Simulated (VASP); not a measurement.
# Mn (Im-3m) in VASP: single point with PBE

Aim: the single point of Mn with PBE.

All numbers are computed with VASP 6.6.1; they aren't measurements. Logs are shortened: lines on timing, memory, paths and dates and some standing lists are left out, and cuts for length are marked.

## 1. The cell of the first run

The structure is cubic, space group Im-3m (No. 229). The conventional cell has a = 3.093 Å, b = 3.093 Å, c = 3.093 Å, α = 90.00°, β = 90.00°, γ = 90.00°. Within 3.5 Å of Mn (site symmetry m-3m) lie 14 Mn at 2.68 to 3.09 Å.

This isn't the form of Mn at room conditions, which is a 58-atom cubic cell.

## 2. Single point, PBE, collinear spin, antiferromagnetic start

Contents of INCAR:

```
ALGO = Normal
EDIFF = 1E-6
ENCUT = 520
GGA = PE
ISIF = 2
ISMEAR = -1
ISPIN = 2
ISYM = 0
KPAR = 4
LASPH = True
LCHARG = True
LMAXMIX = 4
LORBIT = 11
LREAL = False
LVHAR = True
LWAVE = False
MAGMOM = 4.5 -4.5
NBANDS = 24
NELM = 150
PREC = Accurate
SIGMA = 0.05
```

Contents of KPOINTS:

```
k-points
0
Gamma
  14 14 7
```

Contents of POSCAR:

```
Mn
1.0
   -1.5465000000      1.5465000000      1.5465000000
    1.5465000000     -1.5465000000      1.5465000000
    3.0930000000      3.0930000000     -3.0930000000
Mn
2
Direct
    0.0000000000      0.0000000000      0.0000000000
    0.0000000000      0.0000000000      0.5000000000
```

Potentials or basis: VASP PAW PBE potentials, release 64 (Mn_pv).

Started as:

```sh
$ cat potpaw_PBE.64/Mn_pv/POTCAR > POTCAR
$ mpirun -np 4 vasp_std > vasp.out
```

OUTCAR:

```text
EDIFF = 1E-6
   ENCUT = 520
   GGA = PE
   ISIF = 2
   ISMEAR = -1
   ISPIN = 2
   ISYM = 0
   LASPH = True
   LORBIT = 11
   LREAL = False
   NELM = 150
   PREC = Accurate

 ion  position               nearest neighbor table
   1  0.000  0.000  0.000-   2 2.68   2 2.68   2 2.68   2 2.68   2 3.09   2 3.09   2 3.09   2 3.09

   2  0.000  0.000  0.500-   1 2.68   1 2.68   1 2.68   1 2.68   1 3.09   1 3.09   1 3.09   1 3.09

IMPORTANT INFORMATION: All symmetrisations will be switched off!
NOSYMM: (Re-)initialisation of all symmetry stuff for point group C_1.

----------------------------------------------------------------------------------------

                                     Primitive cell

  volume of cell :      29.5896

  direct lattice vectors                    reciprocal lattice vectors
    -1.546500000  1.546500000  1.546500000     0.000000000  0.323310702  0.323310702
     1.546500000 -1.546500000  1.546500000     0.323310702  0.000000000  0.323310702
     3.093000000  3.093000000 -3.093000000     0.161655351  0.161655351  0.000000000

  length of vectors
     2.678616574  2.678616574  5.357233148     0.457230379  0.457230379  0.228615190

  position of ions in fractional coordinates (direct lattice)
     0.000000000  0.000000000  0.000000000
     0.000000000  0.000000000  0.500000000

  ion indices of the primitive-cell ions
   primitive index   ion index
                 1           1
                 2           2

----------------------------------------------------------------------------------------

 KPOINTS: k-points

Automatic generation of k-mesh.
 Grid dimensions read from file:
 generate k-points for:   14   14    7

 Generating k-lattice:

  Cartesian coordinates                     Fractional coordinates (reciprocal lattice)
     0.000000000  0.023093622  0.023093622     0.071428571  0.000000000  0.000000000
     0.023093622  0.000000000  0.023093622     0.000000000  0.071428571  0.000000000
     0.023093622  0.023093622  0.000000000     0.000000000  0.000000000  0.142857143

  Length of vectors
     0.032659313  0.032659313  0.032659313

  Shift w.r.t. Gamma in fractional coordinates (k-lattice)
     0.000000000  0.000000000  0.000000000

 Subroutine IBZKPT returns following result:
 ===========================================

 Found    688 irreducible k-points:

 Following reciprocal coordinates:
            Coordinates               Weight
  0.000000  0.000000  0.000000      1.000000
  0.071429  0.000000  0.000000      2.000000
 -0.071429  0.000000  0.142857      2.000000
  0.000000  0.071429 -0.142857      2.000000
  0.000000 -0.071429  0.000000      2.000000
  0.142857  0.000000  0.000000      2.000000
[... 16 lines left out ...]
 -0.428571  0.000000 -0.142857      2.000000
 -0.000000  0.428571  0.142857      2.000000
 [... further k-points ...]
   k-points           NKPTS =    688   k-points in BZ     NKDIM =    688   number of bands    NBANDS=     24
   number of dos      NEDOS =    301   number of ions     NIONS =      2
   total plane-waves  NPLWV =  16000
   dimension x,y,z NGX =    20 NGY =   20 NGZ =   40
   dimension x,y,z NGXF=    40 NGYF=   40 NGZF=   80
   ions per type =               2
   NGX,Y,Z   is equivalent  to a cutoff of  12.41, 12.41, 12.41 a.u.
   NGXF,Y,Z  is equivalent  to a cutoff of  24.83, 24.83, 24.83 a.u.
 SYSTEM =  unknown system
   PREC   = accura    normal or accurate (medium, high low for compatibility)
   ISTART =      0    job   : 0-new  1-cont  2-samecut
   ICHARG =      2    charge: 1-file 2-atom 10-const
   ISPIN  =      2    spin polarized calculation?
   LNONCOLLINEAR =      F non collinear calculations
   LSORBIT =      F    spin-orbit coupling
   LASPH  =      T    aspherical Exc in radial PAW
   ENCUT  =  520.0 eV  38.22 Ry    6.18 a.u.   4.98  4.98  9.96*2*pi/ulx,y,z
   NELM   =    150;   NELMIN=  2; NELMDL= -5     # of ELM steps
   EDIFF  = 0.1E-05   stopping-criterion for ELM
   LREAL  =      F    real-space projection
   EDIFFG = 0.1E-04   stopping-criterion for IOM
   NSW    =      0    number of steps for IOM
   IBRION =     -1    ionic relax: 0-MD 1-quasi-New 2-CG
   NFREE  =      0    steps in history (QN), initial steepest desc. (CG)
   ISIF   =      2    stress and relaxation
   ISYM   =      0    0-nonsym 1-usesym 2-fastsym
   POTIM  = 0.5000    time-step for ionic-motion
   TEBEG  =    0.0;   TEEND  =   0.0 temperature during run
   PSTRESS=    0.0 pullay stress
   NELECT =      26.0000    total number of electrons
   NUPDOWN=      -1.0000    fix difference up-down
   EMIN   =  10.00;   EMAX   =-10.00  energy-range for DOS
   EFERMI =   0.00;   METHOD = LEGACY
   ISMEAR =    -1;   SIGMA  =   0.05  broadening in eV -4-tet -1-fermi 0-gaus
   EFERMI_NEDOS =   21; number of points for ismear=-14 and -15
   IALGO  =     38    algorithm
   IMIX   =      4    mixing-type and parameters
     AMIX     =   0.40;   BMIX     =  1.00
     AMIX_MAG =   1.60;   BMIX_MAG =  1.00
  volume/ion in A,a.u.               =      14.79        99.84
  Fermi-wavevector in a.u.,A,eV,Ry     =   1.568024  2.963136 33.452633  2.458699
  Thomas-Fermi vector in A             =   2.670117
   LORBIT       =     11    0 simple, 1 ext, 2 COOP (PROOUT), +10 PAW based schemes
   GGA     = PE    functional components
   LHFCALC =     F    Hartree Fock is set to
   AEXX    =    0.0000 exact exchange contribution
   IVDW    =     0    specifies the selected vdW correction
   LEPSILON=     F    determine dielectric tensor
   LRPA    =     F    only Hartree local field effects (RPA)
 spin polarized calculation
  energy-cutoff  :      520.00
  volume of cell :       29.59
 maximum number of plane-waves:       818
   NGX =  9   NGY =  9   NGZ = 19

 number of electron      26.0000000 magnetization       0.0034291

 number of electron      26.0000000 magnetization      -0.0000737

 Free energy of the ion-electron system (eV)
  ---------------------------------------------------
  ext. energy  EPLUGINS =         0.00000000
  ---------------------------------------------------
  free energy    TOTEN  =       -17.22330875 eV

  energy without entropy =      -17.19237562  energy(sigma->0) =      -17.20784219

 E-fermi :   7.2177     XC(G=0): -12.1056

 val. band max:        7.2170813458   @ k =   0.4286   0.4286   0.0000
 cond. band min:       7.2191480700   @ k =   0.4286  -0.4286   0.1429
 fundamental gap:      0.0020667242
 Fermi energy:         7.2177363839

 spin component 1

 k-point     1 :       0.0000    0.0000    0.0000
  band No.  band energies     occupation
      1     -42.3776      1.00000
      2     -42.1318      1.00000
      3     -42.0808      1.00000
      4     -39.1066      1.00000
      5     -38.8687      1.00000
      6     -38.8409      1.00000
[... 16 lines left out ...]
     23      27.8470      0.00000
     24      27.8575      0.00000

 k-point     2 :       0.0714    0.0000    0.0000
  band No.  band energies     occupation
      1     -42.3762      1.00000
      2     -42.1363      1.00000
      3     -42.0858      1.00000
      4     -39.1061      1.00000
      5     -38.8744      1.00000
      6     -38.8459      1.00000
[... 16 lines left out ...]
     23      27.6435      0.00000
     24      27.7599      0.00000

 k-point     3 :      -0.0714    0.0000    0.1429
  band No.  band energies     occupation
      1     -42.3762      1.00000
      2     -42.1363      1.00000
      3     -42.0858      1.00000
      4     -39.1061      1.00000
      5     -38.8744      1.00000
      6     -38.8459      1.00000
[... 16 lines left out ...]
     23      27.6435      0.00000
     24      27.7600      0.00000
[... 514 lines left out ...]
 k-point    23 :      -0.4286    0.0000   -0.1429
  band No.  band energies     occupation
      1     -42.3560      1.00000
      2     -42.2847      1.00000
      3     -42.1103      1.00000
      4     -39.0877      1.00000
      5     -39.0502      1.00000
      6     -38.8600      1.00000
[... 16 lines left out ...]
     23      23.4132      0.00000
     24      24.1532      0.00000

 k-point    24 :      -0.0000    0.4286    0.1429
  band No.  band energies     occupation
      1     -42.3560      1.00000
      2     -42.2847      1.00000
      3     -42.1103      1.00000
      4     -39.0877      1.00000
      5     -39.0502      1.00000
      6     -38.8600      1.00000
[... 16 lines left out ...]
     23      23.4132      0.00000
     24      24.1532      0.00000

 [... further k-points ...]

 spin component 2

 k-point     1 :       0.0000    0.0000    0.0000
  band No.  band energies     occupation
      1     -42.3777      1.00000
      2     -42.1319      1.00000
      3     -42.0810      1.00000
      4     -39.1066      1.00000
      5     -38.8687      1.00000
      6     -38.8409      1.00000
[... 16 lines left out ...]
     23      27.8470      0.00000
     24      27.8575      0.00000

 k-point     2 :       0.0714    0.0000    0.0000
  band No.  band energies     occupation
      1     -42.3762      1.00000
      2     -42.1364      1.00000
      3     -42.0859      1.00000
      4     -39.1061      1.00000
      5     -38.8744      1.00000
      6     -38.8459      1.00000
[... 16 lines left out ...]
     23      27.6435      0.00000
     24      27.7599      0.00000

 k-point     3 :      -0.0714    0.0000    0.1429
  band No.  band energies     occupation
      1     -42.3762      1.00000
      2     -42.1364      1.00000
      3     -42.0859      1.00000
      4     -39.1061      1.00000
      5     -38.8744      1.00000
      6     -38.8459      1.00000
[... 16 lines left out ...]
     23      27.6435      0.00000
     24      27.7599      0.00000
[... 514 lines left out ...]
 k-point    23 :      -0.4286    0.0000   -0.1429
  band No.  band energies     occupation
      1     -42.3561      1.00000
      2     -42.2848      1.00000
      3     -42.1104      1.00000
      4     -39.0877      1.00000
      5     -39.0501      1.00000
      6     -38.8600      1.00000
[... 16 lines left out ...]
     23      23.4131      0.00000
     24      24.1532      0.00000

 k-point    24 :      -0.0000    0.4286    0.1429
  band No.  band energies     occupation
      1     -42.3561      1.00000
      2     -42.2848      1.00000
      3     -42.1104      1.00000
      4     -39.0877      1.00000
      5     -39.0501      1.00000
      6     -38.8600      1.00000
[... 16 lines left out ...]
     23      23.4131      0.00000
     24      24.1532      0.00000

 [... further k-points ...]

------------------------ aborting loop because EDIFF is reached ----------------------------------------

  FORCE on cell =-STRESS in cart. coord.  units (eV):
  Direction    XX          YY          ZZ          XY          YZ          ZX
  --------------------------------------------------------------------------------------
  -------------------------------------------------------------------------------------
  Total       -2.9025737     -2.9025729     -1.9969538     -0.9321481     -0.0000848     -0.0000851
  in kB     -157.1643647   -157.1643194   -108.1281646    -50.4726081     -0.0045921     -0.0046101
  external PRESSURE =    -140.8189495 kB  Pullay stress =       0.0000000 kB

 VOLUME and BASIS-vectors are now :
 -----------------------------------------------------------------------------
  energy-cutoff  :      520.00
  volume of cell :       29.59
      direct lattice vectors                 reciprocal lattice vectors
    -1.546500000  1.546500000  1.546500000     0.000000000  0.323310702  0.323310702
     1.546500000 -1.546500000  1.546500000     0.323310702  0.000000000  0.323310702
     3.093000000  3.093000000 -3.093000000     0.161655351  0.161655351  0.000000000

 POSITION                                       TOTAL-FORCE (eV/Angst)
 -----------------------------------------------------------------------------------
      0.00000      0.00000      0.00000        -0.000000      0.000000     -0.000000
      1.54650      1.54650     -1.54650         0.000000     -0.000000      0.000000
 -----------------------------------------------------------------------------------
    total drift:                                0.000000      0.000000      0.000000

  FREE ENERGIE OF THE ION-ELECTRON SYSTEM (eV)
  ---------------------------------------------------
  free  energy   TOTEN  =       -17.2233087509 eV

  energy  without entropy=      -17.1923756235  energy(sigma->0) =      -17.20784219

 total charge

# of ion       s       p       d       tot
------------------------------------------
    1        0.334   6.243   4.955  11.532
    2        0.334   6.243   4.955  11.532
--------------------------------------------------
tot          0.668  12.487   9.910  23.065

 magnetization (x)

# of ion       s       p       d       tot
------------------------------------------
    1        0.025   0.042   3.022   3.088
    2       -0.025  -0.042  -3.022  -3.088
--------------------------------------------------
tot         -0.000   0.000  -0.000  -0.000
```

Run time: 5.5 min. Hardware: 4 MPI ranks of Oxide Virtual Turin-like, shared host; peak memory 0.65 GiB.

What came out:

```
Free energy                                           : -17.2233 eV
Pressure                                              : -14.1 GPa
Band gap on the k mesh                                : zero (filled and empty bands overlap)
Net moment                                            : 0.00 μB per cell
Site moments                                          : Mn +3.09, -3.09 μB
Valence electrons inside the program's atomic spheres : Mn 11.53
```

Levels at points of the mesh, in eV from the Fermi level:
Spin up:
```
           k point  band 10  band 11  band 12  band 13  band 14  band 15  band 16  band 17
(0.00, 0.00, 0.00)    -1.66    -1.42    -1.16    -0.29     0.05     0.11     1.85     2.06
(0.50, 0.00, 0.00)    -1.73    -0.92    -0.39     0.01     0.26     0.64     1.92     1.93
(0.00, 0.50, 0.00)    -1.73    -0.92    -0.39     0.01     0.26     0.64     1.92     1.93
(0.50, 0.50, 0.00)    -2.46    -0.19     0.12     0.15     0.97     1.65     1.70     2.86
```
Spin down:
| k point | band 9 | band 10 | band 11 | band 12 | band 13 | band 14 | band 15 | band 16 | band 17 | band 18 |
| --- | --- | --- | --- | --- | --- | --- | --- | --- | --- | --- |
| (0.00, 0.00, 0.00) | -2.77 | -1.66 | -1.42 | -1.16 | -0.29 | 0.05 | 0.11 | 1.85 | 2.06 | 2.09 |
| (0.50, 0.00, 0.00) | -2.64 | -1.73 | -0.92 | -0.39 | 0.01 | 0.26 | 0.64 | 1.92 | 1.93 | 2.46 |
| (0.00, 0.50, 0.00) | -2.64 | -1.73 | -0.92 | -0.39 | 0.01 | 0.26 | 0.64 | 1.92 | 1.93 | 2.46 |
| (0.50, 0.50, 0.00) | -3.11 | -2.46 | -0.19 | 0.12 | 0.15 | 0.97 | 1.65 | 1.70 | 2.86 | 6.41 |

Caveat: the cell stands under tension; the antiferromagnetic order is the one typed at the start, and another may lie lower.
